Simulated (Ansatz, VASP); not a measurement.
## Two plane-wave programs on Ir

File INCAR:

```
PREC = Accurate ; ENCUT = 500
EDIFF = 1E-6 ; ISMEAR = 0
SIGMA = 0.15 ; LREAL = F
LASPH = T ; NELM = 120
ALGO = Normal ; ISIF = 2
LWAVE = F ; LCHARG = F
NBANDS = 14 ; GGA_COMPAT = F
```

Contents of KPOINTS:

```
regular mesh
0
Gamma
  22 22 22
```

Contents of POSCAR:

```
Ir
1.0
    0.0000000000      1.8709334088      1.8709334088
    1.8709334088      0.0000000000      1.8709334088
    1.8709334088      1.8709334088      0.0000000000
Ir
1
Direct
    0.0000000000      0.0000000000      0.0000000000
```

Input for Ansatz:

```yaml
crystal:
  lattice:
    - [0.0, 1.8709334088, 1.8709334088]
    - [1.8709334088, 0.0, 1.8709334088]
    - [1.8709334088, 1.8709334088, 0.0]
  atoms:
    - { symbol: Ir, position: [0.0, 0.0, 0.0] }
basis:
  ecutwfc: 420
kpoints:
  mp_grid: { grid: [22, 22, 22] }
hamiltonian:
  xc: lda
  pseudopotentials: { kind: paw, azcp: { folder: soft_1 } }
scf:
  occupations: { method: gaussian, width: 0.15 }
output:
  forces: true
  stress: true
  eigenvalues: true
```

Alike in both runs: task single point; functional LDA; k mesh 22 × 22 × 22; occupations gaussian, width 0.15 eV; no spin polarisation.

```csv
,VASP,Ansatz
version,VASP 6.6.1,Ansatz 0.2.0
potentials or method,"VASP PAW LDA potentials, release 64 (Ir_sv_GW), cutoff 500 eV","scalar-relativistic, plane waves, PAW"
valence electrons in the cell,17,17
```

VASP gave:

| Quantity | Value |
| --- | --- |
| gap on the k mesh at the Fermi level (eV) | none |
| pressure (GPa) | 24.0 |

Problem. Which values does Ansatz return?

Solution. gap on the k mesh at the Fermi level (eV): none; pressure (GPa): 25.7.

Ansatz warns that its potentials were made for another functional, while VASP's fit it. LDA's correlation is that of Perdew and Zunger in VASP and of Perdew and Wang (1992) in Ansatz. A gap of «none» marks a metal or a gap that the smearing closes.

Neither program's run includes spin-orbit coupling.
